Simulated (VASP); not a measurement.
# Bi2Se3 (R-3m) in VASP: single point with PBE

Aim: the single point of Bi2Se3 with PBE.

Everything below comes from runs of VASP 6.6.1. Logs are shortened: lines on timing, memory, paths and dates and some standing lists are left out, and cuts for length are marked.

**1. The cell of the first run**

Symmetry: R-3m, No. 166, trigonal system. The conventional cell has a = 4.225 Å, b = 4.225 Å, c = 29.848 Å, α = 90.00°, β = 90.00°, γ = 120.00°. Bi (site symmetry 3m) has 6 Se at 2.88 to 3.10 Å within 3.8 Å. Within 4.0 Å of Se (site symmetry 3m) lie 3 Bi at 2.88 Å and 3 Se at 3.92 Å. Se (site symmetry -3m) has 6 Bi at 3.10 Å and 12 Se at 4.22 to 4.23 Å within 4.3 Å.

**2. Single point, PBE (strain +2.0%)**

INCAR

```
SYSTEM = Bi2Se3
  PREC = Accurate
  ENCUT = 520
  EDIFF = 1E-7
  ISMEAR = -1
  SIGMA = 0.02
  LREAL = .FALSE.
  LASPH = .TRUE.
  NELM = 80
  ALGO = Normal
  ISIF = 2
  LWAVE = .FALSE.
  LCHARG = .TRUE.
  GGA = PE
  LELF = .TRUE.
  LVHAR = .TRUE.
  NBANDS = 32
```

KPOINTS

```
regular mesh
0
G
  8 8 8
  0 0 0
```

POSCAR

```
Bi2Se3
1.0
    2.1126072404      1.2197143590      9.9494025410
   -2.1126072404      1.2197143590      9.9494025410
    0.0000000000     -2.4394287179      9.9494025410
Bi Se
2 3
Direct
    0.3976551175      0.3976551175      0.3976551175
    0.6023448825      0.6023448825      0.6023448825
    0.2179664609      0.2179664609      0.2179664609
    0.7820335391      0.7820335391      0.7820335391
    0.0000000000      0.0000000000      0.0000000000
```

Potentials or basis: VASP PAW PBE potentials, release 64 (Bi_d, Se).

On the command line:

```sh
cat potpaw_PBE.64/Bi_d/POTCAR potpaw_PBE.64/Se/POTCAR > POTCAR
mpirun -np 1 vasp_std > vasp.out
```

OUTCAR:

```text
SYSTEM = Bi2Se3
   PREC = Accurate
   ENCUT = 520
   EDIFF = 1E-7
   ISMEAR = -1
   LREAL = .FALSE.
   LASPH = .TRUE.
   NELM = 80
   ISIF = 2
   GGA = PE

 ion  position               nearest neighbor table
   1  0.398  0.398  0.398-   4 2.88   4 2.88   4 2.88   5 3.10   5 3.10   5 3.10
   2  0.602  0.602  0.602-   3 2.88   3 2.88   3 2.88   5 3.10   5 3.10   5 3.10
   3  0.218  0.218  0.218-   2 2.88   2 2.88   2 2.88
   4  0.782  0.782  0.782-   1 2.88   1 2.88   1 2.88
   5  0.000  0.000  0.000-   2 3.10   2 3.10   1 3.10   1 3.10   2 3.10   1 3.10

  LATTYP: Found a trigonal (rhomboedric) cell.
 ALAT       =    10.2440921214
 COS(alpha) =     0.9149409412

  Lattice vectors:

 A1 = (   2.1126072404,   1.2197143590,   9.9494025410)
 A2 = (  -2.1126072404,   1.2197143590,   9.9494025410)
 A3 = (   0.0000000000,  -2.4394287179,   9.9494025410)

Analysis of symmetry for initial positions (statically):
=====================================================================
 Subroutine PRICEL returns:
 Original cell was already a primitive cell.

 Routine SETGRP: Setting up the symmetry group for a
 trigonal (rhombohedral) supercell.

 Subroutine GETGRP returns: Found 12 space group operations
 (whereof 12 operations were pure point group operations)
 out of a pool of 12 trial point group operations.

The static configuration has the point symmetry D_3d.

Analysis of symmetry for dynamics (positions and initial velocities):
=====================================================================
 Subroutine PRICEL returns:
 Original cell was already a primitive cell.

 Routine SETGRP: Setting up the symmetry group for a
 trigonal (rhombohedral) supercell.

 Subroutine GETGRP returns: Found 12 space group operations
 (whereof 12 operations were pure point group operations)
 out of a pool of 12 trial point group operations.

The dynamic configuration has the point symmetry D_3d.

 Subroutine INISYM returns: Found 12 space group operations
 (whereof 12 operations are pure point group operations),
 and found     1 'primitive' translations

----------------------------------------------------------------------------------------

                                     Primitive cell
[... 93 lines left out ...]
   LSORBIT =      F    spin-orbit coupling
   LASPH  =      T    aspherical Exc in radial PAW
   ENCUT  =  520.0 eV  38.22 Ry    6.18 a.u.  19.05 19.05 19.05*2*pi/ulx,y,z
   NELM   =     80;   NELMIN=  2; NELMDL= -5     # of ELM steps
   EDIFF  = 0.1E-06   stopping-criterion for ELM
   LREAL  =      F    real-space projection
   EDIFFG = 0.1E-05   stopping-criterion for IOM
   NSW    =      0    number of steps for IOM
   IBRION =     -1    ionic relax: 0-MD 1-quasi-New 2-CG
   NFREE  =      0    steps in history (QN), initial steepest desc. (CG)
   ISIF   =      2    stress and relaxation
   ISYM   =      2    0-nonsym 1-usesym 2-fastsym
   POTIM  = 0.5000    time-step for ionic-motion
   TEBEG  =    0.0;   TEEND  =   0.0 temperature during run
   PSTRESS=    0.0 pullay stress
   NELECT =      48.0000    total number of electrons
   NUPDOWN=      -1.0000    fix difference up-down
   EMIN   =  10.00;   EMAX   =-10.00  energy-range for DOS
   EFERMI =   0.00;   METHOD = LEGACY
   ISMEAR =    -1;   SIGMA  =   0.02  broadening in eV -4-tet -1-fermi 0-gaus
   EFERMI_NEDOS =   21; number of points for ismear=-14 and -15
   IALGO  =     38    algorithm
   IMIX   =      4    mixing-type and parameters
     AMIX     =   0.40;   BMIX     =  1.00
     AMIX_MAG =   1.60;   BMIX_MAG =  1.00
  volume/ion in A,a.u.               =      30.76       207.61
  Fermi-wavevector in a.u.,A,eV,Ry     =   1.110402  2.098355 16.775879  1.232992
  Thomas-Fermi vector in A             =   2.246953
   LORBIT       =      0    0 simple, 1 ext, 2 COOP (PROOUT), +10 PAW based schemes
   GGA     = PE    functional components
   LHFCALC =     F    Hartree Fock is set to
   AEXX    =    0.0000 exact exchange contribution
   IVDW    =     0    specifies the selected vdW correction
   LEPSILON=     F    determine dielectric tensor
   LRPA    =     F    only Hartree local field effects (RPA)
 non-spin polarized calculation
  energy-cutoff  :      520.00
  volume of cell :      153.82
 maximum number of plane-waves:      4168
 NGX is ok and might be reduce to    80
   NGX = 39   NGY = 39   NGZ = 39

 number of electron      48.0000002 magnetization

 Free energy of the ion-electron system (eV)
  ---------------------------------------------------
  ext. energy  EPLUGINS =         0.00000000
  ---------------------------------------------------
  free energy    TOTEN  =       -20.22325976 eV

  energy without entropy =      -20.22325971  energy(sigma->0) =      -20.22325973

 E-fermi :   4.0040     XC(G=0):  -9.0614

 val. band max:        3.7787784043   @ k =   0.0000   0.0000   0.0000
 cond. band min:       4.2248064393   @ k =   0.0000   0.0000   0.0000
 fundamental gap:      0.4460280350
 Fermi energy:         4.0040465078

 k-point     1 :       0.0000    0.0000    0.0000
  band No.  band energies     occupation
      1     -19.0011      2.00000
      2     -18.9996      2.00000
      3     -18.9996      2.00000
      4     -18.9990      2.00000
      5     -18.9978      2.00000
      6     -18.9978      2.00000
[... 829 lines left out ...]
     31       8.9141      0.00000
     32      10.4699      0.00000

 [... further k-points ...]

------------------------ aborting loop because EDIFF is reached ----------------------------------------

  FORCE on cell =-STRESS in cart. coord.  units (eV):
  Direction    XX          YY          ZZ          XY          YZ          ZX
  --------------------------------------------------------------------------------------
  -------------------------------------------------------------------------------------
  Total       -0.0615535     -0.0615535      0.8868982     -0.0000000      0.0000000      0.0000000
  in kB       -0.6411185     -0.6411185      9.2376009     -0.0000000      0.0000000      0.0000000
  external PRESSURE =       2.6517880 kB  Pullay stress =       0.0000000 kB

 VOLUME and BASIS-vectors are now :
 -----------------------------------------------------------------------------
  energy-cutoff  :      520.00
  volume of cell :      153.82
      direct lattice vectors                 reciprocal lattice vectors
     2.112607240  1.219714359  9.949402541     0.236674376  0.136644015  0.033502849
    -2.112607240  1.219714359  9.949402541    -0.236674376  0.136644015  0.033502849
     0.000000000 -2.439428718  9.949402541     0.000000000 -0.273288029  0.033502849

 POSITION                                       TOTAL-FORCE (eV/Angst)
 -----------------------------------------------------------------------------------
      0.00000      0.00000     11.86929         0.000000     -0.000000     -0.083338
      0.00000      0.00000     17.97892         0.000000      0.000000      0.083338
      0.00000      0.00000      6.50591         0.000000     -0.000000     -0.143702
      0.00000      0.00000     23.34230         0.000000      0.000000      0.143702
      0.00000      0.00000      0.00000         0.000000     -0.000000      0.000000
 -----------------------------------------------------------------------------------
    total drift:                               -0.000000      0.000000     -0.000000

  FREE ENERGIE OF THE ION-ELECTRON SYSTEM (eV)
  ---------------------------------------------------
  free  energy   TOTEN  =       -20.2232597556 eV

  energy  without entropy=      -20.2232597095  energy(sigma->0) =      -20.22325973
```

Wall time 65 min (1 thread of Oxide Virtual Turin-like, shared host); peak memory 1 GiB.

Results:

| Property | Result |
| --- | --- |
| Free energy | -20.2233 eV |
| Pressure | 0.3 GPa |
| Largest force | 0.144 eV/Å |
| Band gap on the k mesh | 0.45 eV |

Forces on the atoms (eV/Å):
```
Bi   0.000  0.000 -0.083
Bi   0.000  0.000  0.083
Se   0.000  0.000 -0.144
Se   0.000  0.000  0.144
Se   0.000  0.000  0.000
```

Stress tensor (GPa, compression positive):
```
-0.06  0.00  0.00
 0.00 -0.06  0.00
 0.00  0.00  0.92
```

Caveat: the cell differs from its parent crystal (strain +2.0%); spin-orbit coupling is left out, which moves the levels of the heavy elements.
